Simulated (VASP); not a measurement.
# NaI (Pmma) in VASP: single point with LDA

Aim: the single point of NaI with LDA.

All numbers are computed with VASP 6.6.1; they aren't measurements. Logs are shortened: lines on timing, memory, paths and dates and some standing lists are left out, and cuts for length are marked.

**1. The cell of the first run**

It takes space group Pmma (No. 51, orthorhombic). The conventional cell has a = 4.622 Å, b = 4.270 Å, c = 7.798 Å, α = 90.00°, β = 90.00°, γ = 90.00°. Na (site symmetry mm2) has 6 I at 3.15 to 4.22 Å and 4 Na at 4.20 to 4.27 Å within 4.3 Å. Within 4.7 Å of I (site symmetry mm2) lie 8 Na at 3.15 to 4.67 Å and 8 I at 4.27 to 4.63 Å.

**2. Single point, LDA**

INCAR reads:

```
SYSTEM = NaI
ALGO     = Normal         ! electronic algorithm
EDIFF    = 1E-6           ! SCF threshold, eV
ENCUT    = 520            ! plane-wave cutoff, eV
ISIF     = 2              ! what is computed and relaxed
ISMEAR   = -1             ! smearing method
LASPH    = .TRUE.         ! aspherical terms in the spheres
LCHARG   = .FALSE.        ! write CHGCAR
LREAL    = .FALSE.        ! projectors in reciprocal space
LWAVE    = .FALSE.        ! write WAVECAR
NBANDS   = 22             ! bands
NELM     = 60             ! most SCF steps
PREC     = Accurate       ! precision mode
SIGMA    = 0.1            ! smearing width, eV
```

KPOINTS reads:

```
k-points
0
G
  4 6 4
  0 0 0
```

POSCAR reads:

```
NaI
1.0
    4.6222090000      0.0000000000      0.0000000000
    0.0000000000      4.2697020000      0.0000000000
    0.0000000000      0.0000000000      7.7983840000
Na I
2 2
Direct
    0.2500000000      0.5000000000      0.2750310000
    0.7500000000      0.5000000000      0.7249690000
    0.2500000000      0.0000000000      0.7424270000
    0.7500000000      0.0000000000      0.2575730000
```

Potentials or basis: VASP PAW LDA potentials, release 64 (Na_pv, I).

Run with:

```
$ cat potpaw_LDA.64/Na_pv/POTCAR potpaw_LDA.64/I/POTCAR > POTCAR
$ mpirun -np 1 vasp_std > vasp.out
```

OUTCAR:

```text
SYSTEM = NaI
   EDIFF = 1E-6
   ENCUT = 520
   ISIF = 2
   ISMEAR = -1
   LASPH = .TRUE.
   LREAL = .FALSE.
   NELM = 60
   PREC = Accurate

 ion  position               nearest neighbor table
   1  0.250  0.500  0.275-   4 3.15   4 3.15   4 3.15   4 3.15
   2  0.750  0.500  0.725-   3 3.15   3 3.15   3 3.15   3 3.15
   3  0.250  0.000  0.742-   2 3.15   2 3.15   2 3.15   2 3.15
   4  0.750  0.000  0.258-   1 3.15   1 3.15   1 3.15   1 3.15

  LATTYP: Found a simple orthorhombic cell.
 ALAT       =     4.2697020000
 B/A-ratio  =     1.0825600944
 C/A-ratio  =     1.8264469043

  Lattice vectors:

 A1 = (   0.0000000000,  -4.2697020000,   0.0000000000)
 A2 = (   4.6222090000,   0.0000000000,   0.0000000000)
 A3 = (   0.0000000000,   0.0000000000,   7.7983840000)

Analysis of symmetry for initial positions (statically):
=====================================================================
 Subroutine PRICEL returns:
 Original cell was already a primitive cell.

 Routine SETGRP: Setting up the symmetry group for a
 simple orthorhombic supercell.

 Subroutine GETGRP returns: Found  8 space group operations
 (whereof  4 operations were pure point group operations)
 out of a pool of  8 trial point group operations.

The static configuration has the point symmetry C_2h.
 The point group associated with its full space group is D_2h.

Analysis of symmetry for dynamics (positions and initial velocities):
=====================================================================
 Subroutine PRICEL returns:
 Original cell was already a primitive cell.

 Routine SETGRP: Setting up the symmetry group for a
 simple orthorhombic supercell.

 Subroutine GETGRP returns: Found  8 space group operations
 (whereof  4 operations were pure point group operations)
 out of a pool of  8 trial point group operations.

The dynamic configuration has the point symmetry C_2h.
 The point group associated with its full space group is D_2h.

 Subroutine INISYM returns: Found  8 space group operations
 (whereof  4 operations are pure point group operations),
 and found     1 'primitive' translations

----------------------------------------------------------------------------------------

                                     Primitive cell

  volume of cell :     153.9047

  direct lattice vectors                    reciprocal lattice vectors
     4.622209000  0.000000000  0.000000000     0.216346773  0.000000000  0.000000000
     0.000000000  4.269702000  0.000000000     0.000000000  0.234208383  0.000000000
     0.000000000  0.000000000  7.798384000     0.000000000  0.000000000  0.128231695

  length of vectors
     4.622209000  4.269702000  7.798384000     0.216346773  0.234208383  0.128231695

  position of ions in fractional coordinates (direct lattice)
     0.250000000  0.500000000  0.275031000
     0.750000000  0.500000000  0.724969000
     0.250000000  0.000000000  0.742427000
     0.750000000  0.000000000  0.257573000

  ion indices of the primitive-cell ions
   primitive index   ion index
                 1           1
                 2           2
                 3           3
                 4           4

----------------------------------------------------------------------------------------

 KPOINTS: k-points

Automatic generation of k-mesh.
 Grid dimensions read from file:
 generate k-points for:    4    6    4

 Generating k-lattice:

  Cartesian coordinates                     Fractional coordinates (reciprocal lattice)
     0.054086693  0.000000000  0.000000000     0.250000000  0.000000000  0.000000000
     0.000000000  0.039034730  0.000000000     0.000000000  0.166666667  0.000000000
     0.000000000  0.000000000  0.032057924     0.000000000  0.000000000  0.250000000

  Length of vectors
     0.054086693  0.039034730  0.032057924

  Shift w.r.t. Gamma in fractional coordinates (k-lattice)
     0.000000000  0.000000000  0.000000000

 Subroutine IBZKPT returns following result:
 ===========================================

 Found     36 irreducible k-points:

 Following reciprocal coordinates:
            Coordinates               Weight
  0.000000  0.000000  0.000000      1.000000
  0.250000  0.000000  0.000000      2.000000
  0.500000  0.000000  0.000000      1.000000
  0.000000  0.166667  0.000000      2.000000
  0.250000  0.166667  0.000000      4.000000
  0.500000  0.166667  0.000000      2.000000
[... 16 lines left out ...]
  0.250000  0.500000  0.250000      4.000000
  0.500000  0.500000  0.250000      2.000000
 [... further k-points ...]
   k-points           NKPTS =     36   k-points in BZ     NKDIM =     36   number of bands    NBANDS=     22
   number of dos      NEDOS =    301   number of ions     NIONS =      4
   total plane-waves  NPLWV =  69120
   dimension x,y,z NGX =    36 NGY =   32 NGZ =   60
   dimension x,y,z NGXF=    72 NGYF=   64 NGZF=  120
   ions per type =               2   2
   NGX,Y,Z   is equivalent  to a cutoff of  12.95, 12.46, 12.79 a.u.
   NGXF,Y,Z  is equivalent  to a cutoff of  25.90, 24.92, 25.58 a.u.
 SYSTEM =  NaI
   PREC   = accura    normal or accurate (medium, high low for compatibility)
   ISTART =      0    job   : 0-new  1-cont  2-samecut
   ICHARG =      2    charge: 1-file 2-atom 10-const
   ISPIN  =      1    spin polarized calculation?
   LNONCOLLINEAR =      F non collinear calculations
   LSORBIT =      F    spin-orbit coupling
   LASPH  =      T    aspherical Exc in radial PAW
   ENCUT  =  520.0 eV  38.22 Ry    6.18 a.u.   8.59  7.94 14.50*2*pi/ulx,y,z
   NELM   =     60;   NELMIN=  2; NELMDL= -5     # of ELM steps
   EDIFF  = 0.1E-05   stopping-criterion for ELM
   LREAL  =      F    real-space projection
   EDIFFG = 0.1E-04   stopping-criterion for IOM
   NSW    =      0    number of steps for IOM
   IBRION =     -1    ionic relax: 0-MD 1-quasi-New 2-CG
   NFREE  =      0    steps in history (QN), initial steepest desc. (CG)
   ISIF   =      2    stress and relaxation
   ISYM   =      2    0-nonsym 1-usesym 2-fastsym
   POTIM  = 0.5000    time-step for ionic-motion
   TEBEG  =    0.0;   TEEND  =   0.0 temperature during run
   PSTRESS=    0.0 pullay stress
   NELECT =      28.0000    total number of electrons
   NUPDOWN=      -1.0000    fix difference up-down
   EMIN   =  10.00;   EMAX   =-10.00  energy-range for DOS
   EFERMI =   0.00;   METHOD = LEGACY
   ISMEAR =    -1;   SIGMA  =   0.10  broadening in eV -4-tet -1-fermi 0-gaus
   EFERMI_NEDOS =   21; number of points for ismear=-14 and -15
   IALGO  =     38    algorithm
   IMIX   =      4    mixing-type and parameters
     AMIX     =   0.40;   BMIX     =  1.00
     AMIX_MAG =   1.60;   BMIX_MAG =  1.00
  volume/ion in A,a.u.               =      38.48       259.65
  Fermi-wavevector in a.u.,A,eV,Ry     =   0.927635  1.752975 11.707893  0.860506
  Thomas-Fermi vector in A             =   2.053725
   LORBIT       =      0    0 simple, 1 ext, 2 COOP (PROOUT), +10 PAW based schemes
   GGA     = CA    functional components
   LHFCALC =     F    Hartree Fock is set to
   AEXX    =    0.0000 exact exchange contribution
   IVDW    =     0    specifies the selected vdW correction
   LEPSILON=     F    determine dielectric tensor
   LRPA    =     F    only Hartree local field effects (RPA)
 non-spin polarized calculation
  energy-cutoff  :      520.00
  volume of cell :      153.90
 maximum number of plane-waves:      4184
 NGX is ok and might be reduce to    36
   NGX = 17   NGY = 15   NGZ = 29

 number of electron      28.0000013 magnetization

 Free energy of the ion-electron system (eV)
  ---------------------------------------------------
  ext. energy  EPLUGINS =         0.00000000
  ---------------------------------------------------
  free energy    TOTEN  =       -11.38046186 eV

  energy without entropy =      -11.38046126  energy(sigma->0) =      -11.38046156

 E-fermi :   1.6742     XC(G=0):  -7.5296

 val. band max:        0.3630065807   @ k =   0.0000   0.5000   0.0000
 cond. band min:       2.8291576143   @ k =   0.0000   0.0000   0.0000
 fundamental gap:      2.4661510337
 Fermi energy:         1.6741511365

 k-point     1 :       0.0000    0.0000    0.0000
  band No.  band energies     occupation
      1     -22.8187      2.00000
      2     -22.8149      2.00000
      3     -22.7788      2.00000
      4     -22.7774      2.00000
      5     -22.7770      2.00000
      6     -22.7765      2.00000
[... 14 lines left out ...]
     21       8.0158      0.00000
     22       8.7085      0.00000

 k-point     2 :       0.2500    0.0000    0.0000
  band No.  band energies     occupation
      1     -22.8181      2.00000
      2     -22.8154      2.00000
      3     -22.7802      2.00000
      4     -22.7793      2.00000
      5     -22.7767      2.00000
      6     -22.7763      2.00000
[... 14 lines left out ...]
     21       8.8674      0.00000
     22       9.0209      0.00000

 k-point     3 :       0.5000    0.0000    0.0000
  band No.  band energies     occupation
      1     -22.8167      2.00000
      2     -22.8167      2.00000
      3     -22.7813      2.00000
      4     -22.7813      2.00000
      5     -22.7762      2.00000
      6     -22.7762      2.00000
[... 14 lines left out ...]
     21       8.4293      0.00000
     22       8.4293      0.00000

 k-point     4 :       0.0000    0.1667    0.0000
  band No.  band energies     occupation
      1     -22.8186      2.00000
      2     -22.8148      2.00000
      3     -22.7785      2.00000
      4     -22.7785      2.00000
      5     -22.7780      2.00000
      6     -22.7772      2.00000
[... 14 lines left out ...]
     21       8.2283      0.00000
     22       8.5930      0.00000

 k-point     5 :       0.2500    0.1667    0.0000
  band No.  band energies     occupation
      1     -22.8180      2.00000
      2     -22.8153      2.00000
      3     -22.7799      2.00000
      4     -22.7790      2.00000
      5     -22.7781      2.00000
      6     -22.7777      2.00000
[... 417 lines left out ...]
 k-point    22 :       0.0000    0.5000    0.2500
  band No.  band energies     occupation
      1     -22.8180      2.00000
      2     -22.8148      2.00000
      3     -22.7830      2.00000
      4     -22.7824      2.00000
      5     -22.7776      2.00000
      6     -22.7765      2.00000
[... 14 lines left out ...]
     21       8.0950      0.00000
     22       8.3465      0.00000

 k-point    23 :       0.2500    0.5000    0.2500
  band No.  band energies     occupation
      1     -22.8175      2.00000
      2     -22.8152      2.00000
      3     -22.7824      2.00000
      4     -22.7820      2.00000
      5     -22.7788      2.00000
      6     -22.7780      2.00000
[... 14 lines left out ...]
     21       8.0030      0.00000
     22       8.1774      0.00000

 k-point    24 :       0.5000    0.5000    0.2500
  band No.  band energies     occupation
      1     -22.8163      2.00000
      2     -22.8163      2.00000
      3     -22.7817      2.00000
      4     -22.7817      2.00000
      5     -22.7797      2.00000
      6     -22.7797      2.00000
[... 14 lines left out ...]
     21       9.1509      0.00000
     22       9.1509      0.00000

 [... further k-points ...]
[... 5 lines left out ...]
  --------------------------------------------------------------------------------------
  -------------------------------------------------------------------------------------
  Total       -1.6720620     -1.6590558     -0.8767758      0.0000000      0.0000000     -0.0000000
  in kB      -17.4064893    -17.2710926     -9.1274063      0.0000000      0.0000000     -0.0000000
  external PRESSURE =     -14.6016627 kB  Pullay stress =       0.0000000 kB

 VOLUME and BASIS-vectors are now :
 -----------------------------------------------------------------------------
  energy-cutoff  :      520.00
  volume of cell :      153.90
      direct lattice vectors                 reciprocal lattice vectors
     4.622209000  0.000000000  0.000000000     0.216346773  0.000000000  0.000000000
     0.000000000  4.269702000  0.000000000     0.000000000  0.234208383  0.000000000
     0.000000000  0.000000000  7.798384000     0.000000000  0.000000000  0.128231695

 POSITION                                       TOTAL-FORCE (eV/Angst)
 -----------------------------------------------------------------------------------
      1.15555      2.13485      2.14480         0.000000      0.000000     -0.032290
      3.46666      2.13485      5.65359         0.000000     -0.000000      0.032290
      1.15555      0.00000      5.78973        -0.000000     -0.000000     -0.043146
      3.46666      0.00000      2.00865         0.000000     -0.000000      0.043146
 -----------------------------------------------------------------------------------
    total drift:                                0.000000      0.000000      0.000000

  FREE ENERGIE OF THE ION-ELECTRON SYSTEM (eV)
  ---------------------------------------------------
  free  energy   TOTEN  =       -11.3804618561 eV

  energy  without entropy=      -11.3804612592  energy(sigma->0) =      -11.38046156
```

Run time: 59 s. Hardware: 1 thread of Intel Xeon Platinum 8488C (Sapphire Rapids), shared host; peak memory 0.26 GiB.

Results:

```
Free energy            : -11.3805 eV
Pressure               : -1.5 GPa
Largest force          : 0.043 eV/Å
Band gap on the k mesh : 2.47 eV (least direct gap 2.69 eV)
```

Forces in eV/Å, atoms in the order of the input:
```
Na   0.000  0.000 -0.032
Na   0.000  0.000  0.032
I    0.000  0.000 -0.043
I    0.000  0.000  0.043
```

Caveat: spin-orbit coupling is left out, which moves the levels of the heavy elements. A k mesh can miss the band edges.
